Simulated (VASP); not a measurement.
# CdSe (I-4m2) in VASP: a series of runs

The runs below take CdSe through electric field gradients, with PBE.

Program: VASP 6.6.1. These are calculated values, not measurements. Logs are shortened: lines on timing, memory, paths and dates and some standing lists are left out, and cuts for length are marked.

## Step 1: The cell of the first run

Symmetry: I-4m2, No. 119, tetragonal system. The conventional cell has a = 4.472 Å, b = 4.472 Å, c = 6.141 Å, α = 90.00°, β = 90.00°, γ = 90.00°. Cd (site symmetry -4m2) has 4 Se at 2.71 Å within 3.6 Å. Se (site symmetry -4m2) has 4 Cd at 2.71 Å within 3.6 Å.

## Step 2: Electric field gradients, PBE (equal xx and yy strain of +3 %)

INCAR

```
PREC     = Accurate       # precision mode
ENCUT    = 400            # plane-wave cutoff, eV
EDIFF    = 1E-8           # SCF threshold, eV
ISMEAR   = -1             # smearing method
SIGMA    = 0.03           # smearing width, eV
LREAL    = F              # projectors in reciprocal space
LASPH    = T              # aspherical terms in the spheres
NELM     = 120            # most SCF steps
ALGO     = Normal         # electronic algorithm
ISIF     = 2              # what is computed and relaxed
LWAVE    = F              # write WAVECAR
LCHARG   = F              # write CHGCAR
GGA      = PE             # functional
LEFG     = T            
NBANDS   = 16             # bands
GGA_COMPAT= F
```

KPOINTS

```
Automatic mesh
0
Gamma
  8 8 8
```

POSCAR

```
CdSe
1.0
    0.0000000000      3.1623793346      3.0702711986
    3.1623793346      0.0000000000      3.0702711986
    3.1623793346      3.1623793346      0.0000000000
Cd Se
1 1
Direct
    0.0000000000      0.0000000000      0.0000000000
    0.2500000000      0.2500000000      0.2500000000
```

Potentials or basis: VASP PAW PBE potentials, release 64 (Cd, Se).

Command:

```sh
> cat potpaw_PBE.64/Cd/POTCAR potpaw_PBE.64/Se/POTCAR > POTCAR
> mpirun -np 1 vasp_std > vasp.out
```

OUTCAR:

```text
PREC = Accurate
   ENCUT = 400
   EDIFF = 1E-8
   ISMEAR = -1
   LREAL = F
   LASPH = T
   NELM = 120
   ISIF = 2
   GGA = PE

 ion  position               nearest neighbor table
   1  0.000  0.000  0.000-   2 2.71   2 2.71   2 2.71   2 2.71
   2  0.250  0.250  0.250-   1 2.71   1 2.71   1 2.71   1 2.71

  LATTYP: Found a body centered tetragonal cell.
 ALAT       =     4.4722797444
 C/A-ratio  =     1.3730228761

  Lattice vectors:

 A1 = (   0.0000000000,  -3.1623793346,  -3.0702711986)
 A2 = (   0.0000000000,   3.1623793346,  -3.0702711986)
 A3 = (   3.1623793346,   0.0000000000,   3.0702711986)

Analysis of symmetry for initial positions (statically):
=====================================================================
 Subroutine PRICEL returns:
 Original cell was already a primitive cell.

 Routine SETGRP: Setting up the symmetry group for a
 body centered tetragonal supercell.

 Subroutine GETGRP returns: Found  8 space group operations
 (whereof  8 operations were pure point group operations)
 out of a pool of 16 trial point group operations.

The static configuration has the point symmetry D_2d.

Analysis of symmetry for dynamics (positions and initial velocities):
=====================================================================
 Subroutine PRICEL returns:
 Original cell was already a primitive cell.

 Routine SETGRP: Setting up the symmetry group for a
 body centered tetragonal supercell.

 Subroutine GETGRP returns: Found  8 space group operations
 (whereof  8 operations were pure point group operations)
 out of a pool of 16 trial point group operations.

The dynamic configuration has the point symmetry D_2d.

 Subroutine INISYM returns: Found  8 space group operations
 (whereof  8 operations are pure point group operations),
 and found     1 'primitive' translations

----------------------------------------------------------------------------------------

                                     Primitive cell

  volume of cell :      61.4094

  direct lattice vectors                    reciprocal lattice vectors
     0.000000000  3.162379335  3.070271199    -0.158108799  0.158108799  0.162852063
     3.162379335  0.000000000  3.070271199     0.158108799 -0.158108799  0.162852063
[... 126 lines left out ...]
  ---------------------------------------------------
  ext. energy  EPLUGINS =         0.00000000
  ---------------------------------------------------
  free energy    TOTEN  =        -5.48927462 eV

  energy without entropy =       -5.48927032  energy(sigma->0) =       -5.48927247

 E-fermi :   0.5266     XC(G=0):  -8.4934

 val. band max:        0.3384013220   @ k =   0.0000   0.0000   0.0000
 cond. band min:       0.7071935685   @ k =   0.0000   0.0000   0.0000
 fundamental gap:      0.3687922464
 Fermi energy:         0.5265777897

 k-point     1 :       0.0000    0.0000    0.0000
  band No.  band energies     occupation
      1     -11.8546      2.00000
      2      -7.3960      2.00000
      3      -7.3960      2.00000
      4      -7.3846      2.00000
      5      -7.1070      2.00000
      6      -7.1029      2.00000
[... 433 lines left out ...]
      3      -7.3050      2.00000
      4      -7.1311      2.00000
      5      -7.0879      2.00000
      6      -7.0329      2.00000
[... 8 lines left out ...]
     15      11.1155      0.00000
     16      11.6412      0.00000

 [... further k-points ...]

------------------------ aborting loop because EDIFF is reached ----------------------------------------

  FORCE on cell =-STRESS in cart. coord.  units (eV):
  Direction    XX          YY          ZZ          XY          YZ          ZX
  --------------------------------------------------------------------------------------
  -------------------------------------------------------------------------------------
  Total       -0.6380775     -0.6380775     -0.4390783      0.0000000      0.0000000      0.0000000
  in kB      -16.6475124    -16.6475124    -11.4556025      0.0000000      0.0000000      0.0000000
  external PRESSURE =     -14.9168757 kB  Pullay stress =       0.0000000 kB

 VOLUME and BASIS-vectors are now :
 -----------------------------------------------------------------------------
  energy-cutoff  :      400.00
  volume of cell :       61.41
      direct lattice vectors                 reciprocal lattice vectors
     0.000000000  3.162379335  3.070271199    -0.158108799  0.158108799  0.162852063
     3.162379335  0.000000000  3.070271199     0.158108799 -0.158108799  0.162852063
     3.162379335  3.162379335  0.000000000     0.158108799  0.158108799 -0.162852063

 POSITION                                       TOTAL-FORCE (eV/Angst)
 -----------------------------------------------------------------------------------
      0.00000      0.00000      0.00000         0.000000      0.000000      0.000000
      1.58119      1.58119      1.53514        -0.000000     -0.000000      0.000000
 -----------------------------------------------------------------------------------
    total drift:                                0.000000      0.000000      0.000000

  FREE ENERGIE OF THE ION-ELECTRON SYSTEM (eV)
  ---------------------------------------------------
  free  energy   TOTEN  =        -5.4892746162 eV

  energy  without entropy=       -5.4892703219  energy(sigma->0) =       -5.48927247

 Electric field gradients (V/A^2)
---------------------------------------------------------------------
 ion       V_xx      V_yy      V_zz      V_xy      V_xz      V_yz
---------------------------------------------------------------------
   1      -3.982    -3.982     7.964     0.001     0.003     0.003
   2       5.530     5.530   -11.061    -0.000    -0.001    -0.001
---------------------------------------------------------------------

 Electric field gradients after diagonalization (V/A^2)
 (convention: |V_zz| > |V_xx| > |V_yy|)
----------------------------------------------------------------------
 ion       V_xx      V_yy      V_zz     asymmetry (V_yy - V_xx)/ V_zz
----------------------------------------------------------------------
   1      -3.983    -3.981     7.964       0.000
   2       5.531     5.530   -11.061       0.000
----------------------------------------------------------------------

           NMR quadrupolar parameters

 Cq : quadrupolar parameter    Cq=e*Q*V_zz/h
 eta: asymmetry parameters     (V_yy - V_xx)/ V_zz
 Q  : nuclear electric quadrupole moment in mb (millibarn)
----------------------------------------------------------------------
 ion       Cq(MHz)       eta       Q (mb)
----------------------------------------------------------------------
   1       0.019       0.000       1.000
   2      -0.027       0.000       1.000
----------------------------------------------------------------------
```

OSZICAR:

```text
N       E                     dE             d eps       ncg     rms          rms(c)
DAV:   1     0.899027569779E+02    0.89903E+02   -0.75639E+03  1960   0.806E+02
DAV:   2    -0.248351150074E+01   -0.92386E+02   -0.87892E+02  2304   0.224E+02
DAV:   3    -0.586853336969E+01   -0.33850E+01   -0.33805E+01  2216   0.445E+01
DAV:   4    -0.588277422005E+01   -0.14241E-01   -0.14240E-01  2536   0.281E+00
DAV:   5    -0.588286776459E+01   -0.93545E-04   -0.93544E-04  2160   0.200E-01    0.522E+00
DAV:   6    -0.550866965269E+01    0.37420E+00   -0.57419E-01  2808   0.832E+00    0.426E+00
DAV:   7    -0.548814737692E+01    0.20522E-01   -0.13037E-01  2232   0.237E+00    0.190E+00
DAV:   8    -0.548890265004E+01   -0.75527E-03   -0.11442E-02  2232   0.124E+00    0.234E-01
DAV:   9    -0.548914695517E+01   -0.24431E-03   -0.12935E-03  2272   0.418E-01    0.523E-02
DAV:  10    -0.548921998463E+01   -0.73029E-04   -0.14089E-04  2448   0.140E-01    0.458E-02
DAV:  11    -0.548927390615E+01   -0.53922E-04   -0.84955E-05  2344   0.558E-02    0.181E-02
DAV:  12    -0.548927377129E+01    0.13486E-06   -0.10712E-06  2192   0.953E-03    0.104E-02
DAV:  13    -0.548927448582E+01   -0.71453E-06   -0.20885E-06  2408   0.756E-03    0.375E-03
DAV:  14    -0.548927452924E+01   -0.43426E-07   -0.65222E-08  2440   0.170E-03    0.197E-03
DAV:  15    -0.548927461013E+01   -0.80893E-07   -0.24044E-08  2408   0.905E-04    0.178E-04
DAV:  16    -0.548927461623E+01   -0.60934E-08   -0.17814E-09  1560   0.239E-04
   1 F= -.54892746E+01 E0= -.54892725E+01  d E =-.429438E-05
```

Wall time 53 s (1 thread of Intel Xeon Platinum 8488C (Sapphire Rapids), shared host); peak memory 0.19 GiB.

Results:

| Item | Value |
| --- | --- |
| Free energy | -5.4893 eV |
| Pressure | -1.5 GPa |
| Band gap on the k mesh | 0.37 eV |
| Largest electric field gradient by atom | Cd +8.0; Se -11.1 V/Å² |

Levels at points of the mesh, in eV from the valence-band top:
| k point | band 7 | band 8 | band 9 | band 10 | band 11 | band 12 |
| --- | --- | --- | --- | --- | --- | --- |
| (0.00, 0.00, 0.00) | -0.08 | -0.08 | 0.00 | 0.37 | 5.86 | 5.87 |
| (0.50, 0.00, 0.00) | -3.96 | -0.74 | -0.63 | 2.21 | 6.26 | 6.46 |
| (0.50, 0.50, 0.00) | -3.65 | -1.70 | -1.70 | 3.19 | 3.44 | 8.83 |
| (0.50, 0.00, 0.50) | -3.80 | -1.61 | -1.57 | 3.26 | 3.67 | 8.59 |

Electric field gradients, principal values (V/Å²):
| atom | least | middle | greatest (by size) |
| --- | --- | --- | --- |
| 1 Cd | -3.981 | -3.983 | 7.964 |
| 2 Se | 5.530 | 5.531 | -11.061 |

Caveat: the cell differs from its parent crystal (equal xx and yy strain of +3 %); without QUAD_EFG the Cq values of the log hold for a quadrupole moment of 1 mb, not for the nuclei.

## Step 3: Electric field gradients, PBE (equal xx and yy strain of +3 %)

INCAR

```
SYSTEM = CdSe
  PREC = Accurate
  ENCUT = 400
  EDIFF = 1E-8
  ISMEAR = -1
  SIGMA = 0.03
  LREAL = .False.
  LASPH = .True.
  NELM = 120
  ALGO = Normal
  ISIF = 2
  LWAVE = .False.
  LCHARG = .False.
  GGA = PE
  LEFG = .True.
  NBANDS = 16
  GGA_COMPAT = .False.
```

KPOINTS

```
regular mesh
0
Gamma
  8 8 8
  0 0 0
```

POSCAR is that of step 2.

Potentials or basis: VASP PAW PBE potentials, release 64 (Cd, Se).

Command:

```sh
> cat potpaw_PBE.64/Cd/POTCAR potpaw_PBE.64/Se/POTCAR > POTCAR
> mpirun -np 1 vasp_std > vasp.out
```

OUTCAR:

```text
SYSTEM = CdSe
   PREC = Accurate
   ENCUT = 400
   EDIFF = 1E-8
   ISMEAR = -1
   LREAL = .False.
   LASPH = .True.
   NELM = 120
   ISIF = 2
   GGA = PE

 ion  position               nearest neighbor table
   1  0.000  0.000  0.000-   2 2.71   2 2.71   2 2.71   2 2.71
   2  0.250  0.250  0.250-   1 2.71   1 2.71   1 2.71   1 2.71

  LATTYP: Found a body centered tetragonal cell.
 ALAT       =     4.4722797444
 C/A-ratio  =     1.3730228761

  Lattice vectors:

 A1 = (   0.0000000000,  -3.1623793346,  -3.0702711986)
 A2 = (   0.0000000000,   3.1623793346,  -3.0702711986)
 A3 = (   3.1623793346,   0.0000000000,   3.0702711986)

Analysis of symmetry for initial positions (statically):
=====================================================================
 Subroutine PRICEL returns:
 Original cell was already a primitive cell.

 Routine SETGRP: Setting up the symmetry group for a
 body centered tetragonal supercell.

 Subroutine GETGRP returns: Found  8 space group operations
 (whereof  8 operations were pure point group operations)
 out of a pool of 16 trial point group operations.

The static configuration has the point symmetry D_2d.

Analysis of symmetry for dynamics (positions and initial velocities):
=====================================================================
 Subroutine PRICEL returns:
 Original cell was already a primitive cell.

 Routine SETGRP: Setting up the symmetry group for a
 body centered tetragonal supercell.

 Subroutine GETGRP returns: Found  8 space group operations
 (whereof  8 operations were pure point group operations)
 out of a pool of 16 trial point group operations.

[... 160 lines left out ...]
      4      -7.3846      2.00000
      5      -7.1070      2.00000
      6      -7.1029      2.00000
[... 433 lines left out ...]
      3      -7.3050      2.00000
      4      -7.1311      2.00000
      5      -7.0879      2.00000
      6      -7.0329      2.00000
[... 8 lines left out ...]
     15      11.1155      0.00000
     16      11.6412      0.00000

 [... further k-points ...]

------------------------ aborting loop because EDIFF is reached ----------------------------------------

  FORCE on cell =-STRESS in cart. coord.  units (eV):
  Direction    XX          YY          ZZ          XY          YZ          ZX
  --------------------------------------------------------------------------------------
  -------------------------------------------------------------------------------------
  Total       -0.6380775     -0.6380775     -0.4390783      0.0000000      0.0000000      0.0000000
  in kB      -16.6475124    -16.6475124    -11.4556025      0.0000000      0.0000000      0.0000000
  external PRESSURE =     -14.9168757 kB  Pullay stress =       0.0000000 kB

 VOLUME and BASIS-vectors are now :
 -----------------------------------------------------------------------------
  energy-cutoff  :      400.00
  volume of cell :       61.41
      direct lattice vectors                 reciprocal lattice vectors
     0.000000000  3.162379335  3.070271199    -0.158108799  0.158108799  0.162852063
     3.162379335  0.000000000  3.070271199     0.158108799 -0.158108799  0.162852063
     3.162379335  3.162379335  0.000000000     0.158108799  0.158108799 -0.162852063

 POSITION                                       TOTAL-FORCE (eV/Angst)
 -----------------------------------------------------------------------------------
      0.00000      0.00000      0.00000         0.000000      0.000000      0.000000
      1.58119      1.58119      1.53514        -0.000000     -0.000000      0.000000
 -----------------------------------------------------------------------------------
    total drift:                                0.000000      0.000000      0.000000

  FREE ENERGIE OF THE ION-ELECTRON SYSTEM (eV)
  ---------------------------------------------------
  free  energy   TOTEN  =        -5.4892746162 eV

  energy  without entropy=       -5.4892703219  energy(sigma->0) =       -5.48927247

 Electric field gradients (V/A^2)
---------------------------------------------------------------------
 ion       V_xx      V_yy      V_zz      V_xy      V_xz      V_yz
---------------------------------------------------------------------
   1      -3.982    -3.982     7.964     0.001     0.003     0.003
   2       5.530     5.530   -11.061    -0.000    -0.001    -0.001
---------------------------------------------------------------------

 Electric field gradients after diagonalization (V/A^2)
 (convention: |V_zz| > |V_xx| > |V_yy|)
----------------------------------------------------------------------
 ion       V_xx      V_yy      V_zz     asymmetry (V_yy - V_xx)/ V_zz
----------------------------------------------------------------------
   1      -3.983    -3.981     7.964       0.000
   2       5.531     5.530   -11.061       0.000
----------------------------------------------------------------------

           NMR quadrupolar parameters

 Cq : quadrupolar parameter    Cq=e*Q*V_zz/h
 eta: asymmetry parameters     (V_yy - V_xx)/ V_zz
 Q  : nuclear electric quadrupole moment in mb (millibarn)
----------------------------------------------------------------------
 ion       Cq(MHz)       eta       Q (mb)
----------------------------------------------------------------------
   1       0.019       0.000       1.000
   2      -0.027       0.000       1.000
----------------------------------------------------------------------
```

OSZICAR:

```text
N       E                     dE             d eps       ncg     rms          rms(c)
DAV:   1     0.899027569779E+02    0.89903E+02   -0.75639E+03  1960   0.806E+02
DAV:   2    -0.248351150074E+01   -0.92386E+02   -0.87892E+02  2304   0.224E+02
DAV:   3    -0.586853336969E+01   -0.33850E+01   -0.33805E+01  2216   0.445E+01
DAV:   4    -0.588277422005E+01   -0.14241E-01   -0.14240E-01  2536   0.281E+00
DAV:   5    -0.588286776459E+01   -0.93545E-04   -0.93544E-04  2160   0.200E-01    0.522E+00
DAV:   6    -0.550866965269E+01    0.37420E+00   -0.57419E-01  2808   0.832E+00    0.426E+00
DAV:   7    -0.548814737692E+01    0.20522E-01   -0.13037E-01  2232   0.237E+00    0.190E+00
DAV:   8    -0.548890265004E+01   -0.75527E-03   -0.11442E-02  2232   0.124E+00    0.234E-01
DAV:   9    -0.548914695517E+01   -0.24431E-03   -0.12935E-03  2272   0.418E-01    0.523E-02
DAV:  10    -0.548921998463E+01   -0.73029E-04   -0.14089E-04  2448   0.140E-01    0.458E-02
DAV:  11    -0.548927390615E+01   -0.53922E-04   -0.84955E-05  2344   0.558E-02    0.181E-02
DAV:  12    -0.548927377129E+01    0.13486E-06   -0.10712E-06  2192   0.953E-03    0.104E-02
DAV:  13    -0.548927448582E+01   -0.71453E-06   -0.20885E-06  2408   0.756E-03    0.375E-03
DAV:  14    -0.548927452924E+01   -0.43426E-07   -0.65222E-08  2440   0.170E-03    0.197E-03
DAV:  15    -0.548927461013E+01   -0.80893E-07   -0.24044E-08  2408   0.905E-04    0.178E-04
DAV:  16    -0.548927461623E+01   -0.60934E-08   -0.17814E-09  1560   0.239E-04
   1 F= -.54892746E+01 E0= -.54892725E+01  d E =-.429438E-05
```

Wall time 47 s (1 thread of Intel Xeon Platinum 8488C (Sapphire Rapids), shared host); peak memory 0.19 GiB.

Results:

| Quantity | Value |
| --- | --- |
| Free energy | -5.4893 eV |
| Pressure | -1.5 GPa |
| Band gap on the k mesh | 0.37 eV |
| Largest electric field gradient by atom | Cd +8.0; Se -11.1 V/Å² |

Stress tensor (GPa, compression positive):
```
-1.66  0.00  0.00
 0.00 -1.66  0.00
 0.00  0.00 -1.15
```

Levels at points of the mesh, in eV from the valence-band top:
```tsv
k point	band 6	band 7	band 8	band 9	band 10	band 11	band 12	band 13
(0.00, 0.00, 0.00)	-7.44	-0.08	-0.08	0.00	0.37	5.86	5.87	5.87
(0.50, 0.00, 0.00)	-7.21	-3.96	-0.74	-0.63	2.21	6.26	6.46	7.10
(0.50, 0.50, 0.00)	-7.13	-3.65	-1.70	-1.70	3.19	3.44	8.83	9.62
(0.50, 0.00, 0.50)	-7.17	-3.80	-1.61	-1.57	3.26	3.67	8.59	9.50
```

Electric field gradients, principal values (V/Å²):
```tsv
atom	least	middle	greatest (by size)
1 Cd	-3.981	-3.983	7.964
2 Se	5.530	5.531	-11.061
```

Caveat: the cell differs from its parent crystal (equal xx and yy strain of +3 %); without QUAD_EFG the Cq values of the log hold for a quadrupole moment of 1 mb, not for the nuclei.
